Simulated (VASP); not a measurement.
La:

```xyz
2
Lattice="3.7500 0.0000 0.0000 -1.8750 3.2476 0.0000 0.0000 0.0000 6.0700" Properties=species:S:1:pos:R:3 pbc="T T T"
La    0.0000    2.1651    1.5175
La    1.8750    1.0825    4.5525
```

Base run:

```yaml
Program: VASP 6.6.1
Functional: PBE
Potentials_or_basis: VASP PAW PBE potentials, release 64 (La)
Cutoff: 520 eV
k_mesh: 11 × 11 × 6
Occupations: fermi-dirac, width 0.28 eV
Spin: no spin polarisation
```

Its results: band gap on the k mesh zero (bands 11 and 12 overlap by 1.51 eV); pressure 1.3 GPa.

**Question.** The run is repeated on the same cell with these changes: occupations from fermi-dirac, width 0.28 eV to fermi-dirac, width 0.15 eV. What comes out?

**Answer.** Band gap on the k mesh zero (bands 11 and 12 overlap by 1.48 eV); pressure 0.8 GPa.

Caveats: spin-orbit coupling is left out, which moves the levels of the heavy elements; so wide a smearing shifts energies and pressures (at least some runs).
